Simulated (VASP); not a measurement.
Runs of VASP 6.6.1 on AlRu. The structure is that of space group Pm-3m (No. 221), or close to it. The cells are those of the table. 

```csv
cell,k mesh,gap on the mesh (eV),pressure (GPa)
"a = 3.027, b = 3.027, c = 2.956 Å, 2 atoms",18 × 18 × 18,none,(a)
"a = 2.987 Å, 2 atoms",14 × 14 × 14,none,-0.9
"a = 2.982 Å, 2 atoms",14 × 14 × 14,none,0.2
"a = 3.072, b = 3.072, c = 2.908 Å, 2 atoms",18 × 18 × 18,none,-6.6
"a = 2.935 Å, 2 atoms",14 × 14 × 14,none,(b)
```

Alike in all rows: task single point; level r2SCAN; potentials or basis VASP PAW PBE potentials, release 64 (Al, Ru_pv); no spin polarisation; cutoff (eV) 520; smearing gaussian 0.1 eV.

Question: Estimate the missing entries.

Answer: (a) -4.3; (b) 12.2.

Caveats: the PAW data sets were made with another functional, which shifts forces and pressure a little.

A k mesh can miss the band edges, and the runs leave out spin-orbit coupling on Ru.

A gap of «none» marks levels without a gap at the run's occupations.
